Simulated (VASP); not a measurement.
## Mg: single point with PBE

The system is Mg.

```
CELL_PARAMETERS angstrom
-1.87840 1.87840 1.77305
1.87840 -1.87840 1.77305
1.87840 1.87840 -1.77305
ATOMIC_POSITIONS crystal
Mg 0.00000 0.00000 0.00000
```

```yaml
Program: VASP 6.6.1
Task: single point
Functional: PBE
Potentials_or_basis: VASP PAW PBE potentials, release 64 (Mg)
Cutoff: 520 eV
k_mesh: 18 × 18 × 18
Occupations: gaussian, width 0.15 eV
Spin: no spin polarisation
```

- Pressure: -2.7 GPa
- Band gap on the k mesh: zero (band 1 reaches 5.42 eV, above the bottom of band 2 at 1.02 eV)

Levels at points of the mesh, in eV from the Fermi level:
| k point | band 1 | band 2 | band 3 | band 4 | band 5 |
| --- | --- | --- | --- | --- | --- |
| (0.00, 0.00, 0.00) | -6.58 | 11.75 | 12.86 | 12.86 | 13.61 |
| (0.50, 0.00, 0.00) | -1.27 | -0.78 | 8.03 | 8.41 | 9.31 |
| (0.50, 0.50, 0.00) | -1.51 | -1.19 | 8.99 | 9.31 | 10.37 |
| (0.50, 0.50, 0.50) | 3.21 | 3.21 | 3.72 | 4.09 | 4.49 |

Run time: 15 s on 1 thread of Intel(R) Xeon(R) 6975P-C (Granite Rapids), on a shared host, peak memory 0.2 GiB.
